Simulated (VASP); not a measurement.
Mg, 2 atoms in the cell. The structure is trigonal, space group R-3m (No. 166). The conventional cell has a = 4.328 Å, b = 4.328 Å, c = 10.602 Å, α = 90.00°, β = 90.00°, γ = 120.00°. Mg (site symmetry 3m) has 4 Mg at 2.17 to 2.85 Å within 2.9 Å.  This cell differs from its parent crystal: shortest bond scaled by 0.82.

| Quantity | Value |
| --- | --- |
| Program | VASP 6.6.1 |
| Task | single point |
| Functional | PBEsol |
| Potentials or basis | VASP PAW PBE potentials, release 64 (Mg) |
| Cutoff | 520 eV |
| k mesh | 9 × 9 × 9 |
| Occupations | fermi-dirac, width 0.05 eV |
| Spin | no spin polarisation |
| Dipole correction | no |
| Further INCAR settings | ALGO = Normal; EDIFF = 1e-07; NBANDS = 9 |

Potentials or basis: VASP PAW PBE potentials, release 64 (Mg).

Command:

```bash
$ cat potpaw_PBE.64/Mg/POTCAR > POTCAR
$ mpirun -np 1 vasp_std > vasp.out
```

Hardware: 1 thread of Intel(R) Xeon(R) Platinum 8375C CPU @ 2.90GHz (Ice Lake) (shared host).

Question: Estimate the wall time of this run.

Answer: Wall time 19 s on 1 thread of Intel(R) Xeon(R) Platinum 8375C CPU @ 2.90GHz (Ice Lake) (shared host), peak memory 0.19 GiB. Counts: scf iterations 11, k points 85.
